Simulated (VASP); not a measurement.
A run of VASP 6.6.1:

File INCAR:

```
SYSTEM = CaSe
ALGO     = Normal         ! electronic algorithm
EDIFF    = 1E-6           ! SCF threshold, eV
ENCUT    = 520            ! plane-wave cutoff, eV
GGA      = PE             ! functional
ISIF     = 2              ! what is computed and relaxed
ISMEAR   = 0              ! smearing method
LASPH    = .TRUE.         ! aspherical terms in the spheres
LCHARG   = .FALSE.        ! write CHGCAR
LREAL    = .FALSE.        ! projectors in reciprocal space
LWAVE    = .FALSE.        ! write WAVECAR
NBANDS   = 15             ! bands
NELM     = 100            ! most SCF steps
PREC     = Accurate       ! precision mode
SIGMA    = 0.01           ! smearing width, eV
```

Contents of KPOINTS:

```
k-points
0
G
  5 5 5
  0 0 0
```

The input POSCAR:

```
CaSe
1.0
    0.0000000000      3.3000000000      3.3000000000
    3.3000000000      0.0000000000      3.3000000000
    3.3000000000      3.3000000000      0.0000000000
Ca Se
1 1
Direct
    0.0000000000      0.0000000000      0.0000000000
    0.7500000000      0.7500000000      0.7500000000
```

Potentials or basis: VASP PAW PBE potentials, release 64 (Ca_sv, Se).

Launch:

```console
$ cat potpaw_PBE.64/Ca_sv/POTCAR potpaw_PBE.64/Se/POTCAR > POTCAR
$ mpirun -np 1 vasp_std > vasp.out
```

Hardware: 1 thread of AMD EPYC 7R13, with other jobs on the host.

How long does it take, and how much memory?

It took 33 s on 1 thread of AMD EPYC 7R13, with other jobs on the host, peak memory 0.17 GiB. Counts: scf iterations 14, k points 10.
